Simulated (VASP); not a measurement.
Runs of VASP 6.6.1 on Mg3GeN. The structure is that of space group P6/mmm (No. 191), or close to it. The cells are those of the table. 

```csv
task,cell,k mesh,cutoff (eV),gap on the mesh (eV),pressure (GPa),relaxed volume (Å³/atom)
relaxation of cell and atoms,"relaxed from a = 5.963, b = 5.963, c = 3.802 Å, angles 90.0, 90.0, 120.0°, 5 atoms",6 × 6 × 10,600,none,0.0,(a)
single point,"a = 5.912, b = 5.912, c = 3.785 Å, angles 90.0, 90.0, 120.0°, 5 atoms",6 × 6 × 10,520,none,-0.1,-
single point,"a = 4.564, b = 4.564, c = 4.867 Å, angles 90.0, 90.0, 120.0°, 5 atoms",6 × 6 × 4,520,none,43.9,-
relaxation of cell and atoms,"relaxed from a = 4.564, b = 4.564, c = 4.867 Å, angles 90.0, 90.0, 120.0°, 5 atoms",6 × 6 × 4,600,none,0.1,22.92
single point,"a = 5.963, b = 5.963, c = 3.802 Å, angles 90.0, 90.0, 120.0°, 5 atoms",6 × 6 × 4,520,none,-0.1,-
```

Alike in all rows: level PBE; potentials or basis VASP PAW PBE potentials, release 64 (Mg, Ge_d, N); no spin polarisation; smearing gaussian 0.1 eV.

Problem. Estimate the missing entries.

Solution. (a) 22.83.

Caveats: some runs use coarse meshes; the volume moved by over 15 % at a fixed basis, so the end points are rough (some runs).

A k mesh can miss the band edges, and the runs leave out spin-orbit coupling on Ge.

A gap of «none» marks levels without a gap at the run's occupations.
